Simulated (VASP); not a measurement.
# TaN (R-3m) in VASP: further runs

TaN is run at these levels: PBEsol; tasks: single point.

Everything below comes from runs of VASP 6.6.1. Logs are shortened: lines on timing, memory, paths and dates and some standing lists are left out, and cuts for length are marked.

**1. The cell of the first run**

Symmetry: R-3m, No. 166, trigonal system. The conventional cell has a = 2.944 Å, b = 2.944 Å, c = 8.142 Å, α = 90.00°, β = 90.00°, γ = 120.00°. Ta (site symmetry -3m) has 6 N at 2.18 Å within 2.9 Å. Within 2.9 Å of N (site symmetry -3m) lie 6 Ta at 2.18 Å.

**2. Single point, PBEsol**

The input, INCAR:

```
  PREC = Accurate
  ENCUT = 520
  EDIFF = 1E-7
  ISMEAR = 0
  SIGMA = 0.15
  LREAL = False
  LASPH = True
  NELM = 60
  ALGO = Normal
  ISIF = 2
  LWAVE = False
  LCHARG = False
  GGA = PS
  NBANDS = 15
```

The input, KPOINTS:

```
Automatic mesh
0
Gamma
  20 20 20
```

The input, POSCAR:

```
TaN
1.0
    0.1790455161      2.2609701223      2.2609701223
    2.2609701223      0.1790455161      2.2609701223
    2.2609701223      2.2609701223      0.1790455161
Ta N
1 1
Direct
    0.5000000000      0.5000000000      0.5000000000
    0.0000000000      0.0000000000      0.0000000000
```

Potentials or basis: VASP PAW PBE potentials, release 64 (Ta_pv, N).

Launch:

```bash
$ cat potpaw_PBE.64/Ta_pv/POTCAR potpaw_PBE.64/N/POTCAR > POTCAR
$ mpirun -np 1 vasp_std > vasp.out
```

OUTCAR:

```text
PREC = Accurate
   ENCUT = 520
   EDIFF = 1E-7
   ISMEAR = 0
   LREAL = False
   LASPH = True
   NELM = 60
   ISIF = 2
   GGA = PS

 ion  position               nearest neighbor table
   1  0.500  0.500  0.500-   2 2.18   2 2.18   2 2.18   2 2.18   2 2.18   2 2.18
   2  0.000  0.000  0.000-   1 2.18   1 2.18   1 2.18   1 2.18   1 2.18   1 2.18

  LATTYP: Found a trigonal (rhomboedric) cell.
 ALAT       =     3.2025035651
 COS(alpha) =     0.5773793122

  Lattice vectors:

 A1 = (   0.1790455161,   2.2609701223,   2.2609701223)
 A2 = (   2.2609701223,   0.1790455161,   2.2609701223)
 A3 = (   2.2609701223,   2.2609701223,   0.1790455161)

Analysis of symmetry for initial positions (statically):
=====================================================================
 Subroutine PRICEL returns:
 Original cell was already a primitive cell.

 Routine SETGRP: Setting up the symmetry group for a
 trigonal (rhombohedral) supercell.

 Subroutine GETGRP returns: Found 12 space group operations
 (whereof 12 operations were pure point group operations)
 out of a pool of 12 trial point group operations.

The static configuration has the point symmetry D_3d.

Analysis of symmetry for dynamics (positions and initial velocities):
=====================================================================
 Subroutine PRICEL returns:
 Original cell was already a primitive cell.

 Routine SETGRP: Setting up the symmetry group for a
 trigonal (rhombohedral) supercell.

 Subroutine GETGRP returns: Found 12 space group operations
 (whereof 12 operations were pure point group operations)
 out of a pool of 12 trial point group operations.

The dynamic configuration has the point symmetry D_3d.

 Subroutine INISYM returns: Found 12 space group operations
 (whereof 12 operations are pure point group operations),
 and found     1 'primitive' translations

----------------------------------------------------------------------------------------

                                     Primitive cell

  volume of cell :      20.3760

  direct lattice vectors                    reciprocal lattice vectors
     0.179045516  2.260970122  2.260970122    -0.249309413  0.231015377  0.231015377
     2.260970122  0.179045516  2.260970122     0.231015377 -0.249309413  0.231015377
     2.260970122  2.260970122  0.179045516     0.231015377  0.231015377 -0.249309413

  length of vectors
     3.202503565  3.202503565  3.202503565     0.410963980  0.410963980  0.410963980

  position of ions in fractional coordinates (direct lattice)
     0.500000000  0.500000000  0.500000000
     0.000000000  0.000000000  0.000000000

  ion indices of the primitive-cell ions
   primitive index   ion index
                 1           1
                 2           2

----------------------------------------------------------------------------------------

 KPOINTS: Automatic mesh

Automatic generation of k-mesh.
 Grid dimensions read from file:
 generate k-points for:   20   20   20

 Generating k-lattice:

  Cartesian coordinates                     Fractional coordinates (reciprocal lattice)
    -0.012465471  0.011550769  0.011550769     0.050000000 -0.000000000 -0.000000000
     0.011550769 -0.012465471  0.011550769    -0.000000000  0.050000000 -0.000000000
     0.011550769  0.011550769 -0.012465471    -0.000000000 -0.000000000  0.050000000

  Length of vectors
     0.020548199  0.020548199  0.020548199

  Shift w.r.t. Gamma in fractional coordinates (k-lattice)
     0.000000000  0.000000000  0.000000000

 Subroutine IBZKPT returns following result:
 ===========================================

 Found    781 irreducible k-points:

 Following reciprocal coordinates:
            Coordinates               Weight
  0.000000  0.000000  0.000000      1.000000
  0.050000  0.000000  0.000000      6.000000
  0.100000  0.000000  0.000000      6.000000
  0.150000  0.000000  0.000000      6.000000
  0.200000  0.000000  0.000000      6.000000
  0.250000  0.000000  0.000000      6.000000
[... 16 lines left out ...]
 -0.400000  0.050000 -0.000000     12.000000
 -0.350000  0.050000 -0.000000     12.000000
 [... further k-points ...]
   k-points           NKPTS =    781   k-points in BZ     NKDIM =    781   number of bands    NBANDS=     15
   number of dos      NEDOS =    301   number of ions     NIONS =      2
   total plane-waves  NPLWV =  13824
   dimension x,y,z NGX =    24 NGY =   24 NGZ =   24
   dimension x,y,z NGXF=    48 NGYF=   48 NGZF=   48
   ions per type =               1   1
   NGX,Y,Z   is equivalent  to a cutoff of  12.46, 12.46, 12.46 a.u.
   NGXF,Y,Z  is equivalent  to a cutoff of  24.92, 24.92, 24.92 a.u.
 SYSTEM =  unknown system
   PREC   = accura    normal or accurate (medium, high low for compatibility)
   ISTART =      0    job   : 0-new  1-cont  2-samecut
   ICHARG =      2    charge: 1-file 2-atom 10-const
   ISPIN  =      1    spin polarized calculation?
   LNONCOLLINEAR =      F non collinear calculations
   LSORBIT =      F    spin-orbit coupling
   LASPH  =      T    aspherical Exc in radial PAW
   ENCUT  =  520.0 eV  38.22 Ry    6.18 a.u.   5.95  5.95  5.95*2*pi/ulx,y,z
   NELM   =     60;   NELMIN=  2; NELMDL= -5     # of ELM steps
   EDIFF  = 0.1E-06   stopping-criterion for ELM
   LREAL  =      F    real-space projection
   EDIFFG = 0.1E-05   stopping-criterion for IOM
   NSW    =      0    number of steps for IOM
   IBRION =     -1    ionic relax: 0-MD 1-quasi-New 2-CG
   NFREE  =      0    steps in history (QN), initial steepest desc. (CG)
   ISIF   =      2    stress and relaxation
   ISYM   =      2    0-nonsym 1-usesym 2-fastsym
   POTIM  = 0.5000    time-step for ionic-motion
   TEBEG  =    0.0;   TEEND  =   0.0 temperature during run
   PSTRESS=    0.0 pullay stress
   NELECT =      16.0000    total number of electrons
   NUPDOWN=      -1.0000    fix difference up-down
   EMIN   =  10.00;   EMAX   =-10.00  energy-range for DOS
   EFERMI =   0.00;   METHOD = LEGACY
   ISMEAR =     0;   SIGMA  =   0.15  broadening in eV -4-tet -1-fermi 0-gaus
   EFERMI_NEDOS =   21; number of points for ismear=-14 and -15
   IALGO  =     38    algorithm
   IMIX   =      4    mixing-type and parameters
     AMIX     =   0.40;   BMIX     =  1.00
     AMIX_MAG =   1.60;   BMIX_MAG =  1.00
  volume/ion in A,a.u.               =      10.19        68.75
  Fermi-wavevector in a.u.,A,eV,Ry     =   1.510342  2.854132 31.036681  2.281132
  Thomas-Fermi vector in A             =   2.620544
   LORBIT       =      0    0 simple, 1 ext, 2 COOP (PROOUT), +10 PAW based schemes
   GGA     = PS    functional components
   LHFCALC =     F    Hartree Fock is set to
   AEXX    =    0.0000 exact exchange contribution
   IVDW    =     0    specifies the selected vdW correction
   LEPSILON=     F    determine dielectric tensor
   LRPA    =     F    only Hartree local field effects (RPA)
 non-spin polarized calculation
 Gauss-broadening in eV      SIGMA  =   0.15
  energy-cutoff  :      520.00
  volume of cell :       20.38
 maximum number of plane-waves:       569
   NGX = 11   NGY = 11   NGZ = 11

 number of electron      16.0000001 magnetization

 Free energy of the ion-electron system (eV)
  ---------------------------------------------------
  ext. energy  EPLUGINS =         0.00000000
  ---------------------------------------------------
  free energy    TOTEN  =       -23.11458324 eV

  energy without entropy =      -23.10573712  energy(sigma->0) =      -23.11016018

 E-fermi :   9.6660     XC(G=0): -13.8260

 val. band max:        9.6632880878   @ k =  -0.4000   0.4000   0.3500
 cond. band min:       9.6698210244   @ k =  -0.4500   0.1000   0.1000
 fundamental gap:      0.0065329365
 Fermi energy:         9.6660485893

 k-point     1 :       0.0000    0.0000    0.0000
  band No.  band energies     occupation
      1     -25.9830      2.00000
      2     -25.6623      2.00000
      3     -25.6623      2.00000
      4      -9.2650      2.00000
      5       5.5182      2.00000
      6       6.1802      2.00000
      7       6.3282      2.00000
      8       6.3282      2.00000
      9       8.1017      2.00000
     10       8.1017      2.00000
     11      10.1685      0.00000
     12      10.1685      0.00000
     13      12.1583      0.00000
     14      19.4406      0.00000
     15      22.2898      0.00000

 k-point     2 :       0.0500    0.0000    0.0000
  band No.  band energies     occupation
      1     -25.9847      2.00000
      2     -25.6926      2.00000
      3     -25.6669      2.00000
      4      -9.1955      2.00000
      5       5.2322      2.00000
      6       5.9290      2.00000
      7       6.1064      2.00000
      8       6.4069      2.00000
      9       8.1902      2.00000
     10       8.1988      2.00000
     11      10.4395      0.00000
     12      10.4528      0.00000
     13      12.3627      0.00000
     14      19.6805      0.00000
     15      22.2897      0.00000

 k-point     3 :       0.1000    0.0000    0.0000
  band No.  band energies     occupation
      1     -25.9913      2.00000
      2     -25.7779      2.00000
      3     -25.6803      2.00000
      4      -8.9922      2.00000
      5       4.6353      2.00000
      6       5.1712      2.00000
      7       5.5863      2.00000
      8       6.7156      2.00000
      9       8.3599      2.00000
     10       8.4480      2.00000
     11      11.1376      0.00000
     12      11.1625      0.00000
     13      12.9079      0.00000
     14      20.3578      0.00000
     15      22.2894      0.00000
[... 343 lines left out ...]
 k-point    23 :      -0.4000    0.0500   -0.0000
  band No.  band energies     occupation
      1     -26.7636      2.00000
      2     -25.9884      2.00000
      3     -25.8554      2.00000
      4      -6.1671      2.00000
      5      -0.3592      2.00000
      6       1.4156      2.00000
      7       2.6852      2.00000
      8       9.5241      1.81925
      9      11.6862      0.00000
     10      13.0860      0.00000
     11      15.0170      0.00000
     12      16.8226      0.00000
     13      17.7951      0.00000
     14      21.9723      0.00000
     15      22.2382      0.00000

 k-point    24 :      -0.3500    0.0500   -0.0000
  band No.  band energies     occupation
      1     -26.6644      2.00000
      2     -25.9836      2.00000
      3     -25.8382      2.00000
      4      -6.5712      2.00000
      5       0.2062      2.00000
      6       1.6563      2.00000
      7       2.9380      2.00000
      8       9.1421      2.00000
      9      10.7310      0.00000
     10      12.4583      0.00000
     11      15.2677      0.00000
     12      16.1958      0.00000
     13      17.1450      0.00000
     14      22.1917      0.00000
     15      22.6189      0.00000

 [... further k-points ...]
[... 5 lines left out ...]
  --------------------------------------------------------------------------------------
  -------------------------------------------------------------------------------------
  Total        1.5697923      1.5697923      1.5697923     -0.6439162     -0.6439162     -0.6439162
  in kB      123.4337273    123.4337273    123.4337273    -50.6315233    -50.6315233    -50.6315233
  external PRESSURE =     123.4337273 kB  Pullay stress =       0.0000000 kB

 VOLUME and BASIS-vectors are now :
 -----------------------------------------------------------------------------
  energy-cutoff  :      520.00
  volume of cell :       20.38
      direct lattice vectors                 reciprocal lattice vectors
     0.179045516  2.260970122  2.260970122    -0.249309413  0.231015377  0.231015377
     2.260970122  0.179045516  2.260970122     0.231015377 -0.249309413  0.231015377
     2.260970122  2.260970122  0.179045516     0.231015377  0.231015377 -0.249309413

 POSITION                                       TOTAL-FORCE (eV/Angst)
 -----------------------------------------------------------------------------------
      2.35049      2.35049      2.35049         0.000000     -0.000000      0.000000
      0.00000      0.00000      0.00000        -0.000000      0.000000     -0.000000
 -----------------------------------------------------------------------------------
    total drift:                                0.000000     -0.000000     -0.000000

  FREE ENERGIE OF THE ION-ELECTRON SYSTEM (eV)
  ---------------------------------------------------
  free  energy   TOTEN  =       -23.1145832433 eV

  energy  without entropy=      -23.1057371163  energy(sigma->0) =      -23.11016018
```

Wall time 2.6 min (1 thread of Intel Xeon 6975P-C, shared host); peak memory 0.35 GiB.

Results:

| Item | Value |
| --- | --- |
| Free energy | -23.1146 eV |
| Pressure | 12.3 GPa |
| Band gap on the k mesh | zero (band 8 reaches 11.16 eV, above the bottom of band 9 at 8.10 eV) |

Stress tensor (GPa, compression positive):
```
12.34 -5.06 -5.06
-5.06 12.34 -5.06
-5.06 -5.06 12.34
```

Levels at points of the mesh, in eV from the Fermi level:
```tsv
k point	band 6	band 7	band 8	band 9	band 10	band 11
(0.00, 0.00, 0.00)	-3.49	-3.34	-3.34	-1.56	-1.56	0.50
(0.50, 0.00, 0.00)	-8.45	-7.18	0.30	3.48	3.74	4.13
(0.50, 0.50, 0.00)	-5.64	-4.73	-4.11	2.18	3.43	4.38
(0.50, 0.50, 0.50)	-6.80	-6.80	1.49	1.60	1.60	4.78
```

Caveat: the PAW data sets were made with another functional, which shifts forces and pressure a little; spin-orbit coupling is left out, which moves the levels of the heavy elements.

**3. Single point, PBEsol**

This run uses another cell than the first one, of 10.47 Å³/atom, 1.027 times its volume.

Edit INCAR of step 2 so:

```diff
@@ -11,4 +11,6 @@
   LWAVE = False
-  LCHARG = False
+  LCHARG = True
   GGA = PS
+  LELF = True
+  LVHAR = True
   NBANDS = 15
```

The input, KPOINTS:

```
regular mesh
0
Gamma
  20 20 20
```

The input, POSCAR:

```
TaN
1.0
    0.2739432882      2.3326353335      2.3326353335
    2.3326353335      0.2739432882      2.3326353335
    2.3326353335      2.3326353335      0.2739432882
Ta N
1 1
Direct
    0.5000000000      0.5000000000      0.5000000000
    0.0000000000      0.0000000000      0.0000000000
```

Potentials or basis: VASP PAW PBE potentials, release 64 (Ta_pv, N).

Launch:

```bash
$ cat potpaw_PBE.64/Ta_pv/POTCAR potpaw_PBE.64/N/POTCAR > POTCAR
$ mpirun -np 1 vasp_std > vasp.out
```

Wall time 6 min (1 thread of Intel Xeon 6975P-C, shared host); peak memory 0.38 GiB.

Results (log left out):

```
Free energy            : -23.0525 eV
Pressure               : 2.7 GPa
Band gap on the k mesh : zero (band 8 reaches 10.17 eV, above the bottom of band 9 at 7.93 eV)
```

Stress tensor (GPa, compression positive):
```
 2.72 -6.46 -6.46
-6.46  2.72 -6.46
-6.46 -6.46  2.72
```

Levels at points of the mesh, in eV from the Fermi level:
```tsv
k point	band 6	band 7	band 8	band 9	band 10	band 11
(0.00, 0.00, 0.00)	-3.77	-2.66	-2.66	-1.11	-1.11	1.12
(0.50, 0.00, 0.00)	-8.18	-6.31	-0.32	4.21	4.40	4.61
(0.50, 0.50, 0.00)	-5.22	-4.39	-3.47	2.23	3.13	4.52
(0.50, 0.50, 0.50)	-5.80	-5.80	1.13	1.61	1.61	5.47
```

Caveat: the PAW data sets were made with another functional, which shifts forces and pressure a little; spin-orbit coupling is left out, which moves the levels of the heavy elements.
